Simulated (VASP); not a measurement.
Here is a VASP 6.6.1 calculation.

INCAR

```
SYSTEM = Cu
PREC = Accurate ; ENCUT = 600
EDIFF = 1E-6 ; ISMEAR = -1
SIGMA = 0.1 ; LREAL = .FALSE.
LASPH = .TRUE. ; NELM = 120
ALGO = Normal ; ISIF = 2
LWAVE = .FALSE. ; LCHARG = .TRUE.
GGA = PS ; LELF = .TRUE.
LVHAR = .TRUE. ; NBANDS = 18
GGA_COMPAT = .FALSE.
```

KPOINTS

```
regular mesh
0
G
  14 14 14
  0 0 0
```

Contents of POSCAR:

```
Cu
1.0
    0.0000000000      2.0762657668      2.0762657668
    2.0762657668      0.0000000000      2.0762657668
    2.0762657668      2.0762657668      0.0000000000
Cu
2
Direct
   -0.1250000000     -0.1250000000     -0.1250000000
    0.1250000000      0.1250000000      0.1250000000
```

Potentials or basis: VASP PAW PBE potentials, release 64 (Cu).

Command:

```console
$ cat potpaw_PBE.64/Cu/POTCAR > POTCAR
$ mpirun -np 1 vasp_std > vasp.out
```

Task: Estimate the pressure.

Result: 252.8 GPa.

Task: Estimate the band gap on the k mesh.

Result: Zero (band 11 reaches 13.46 eV, above the bottom of band 12 at 12.20 eV).

Caveat: the PAW data sets were made with another functional, which shifts forces and pressure a little.
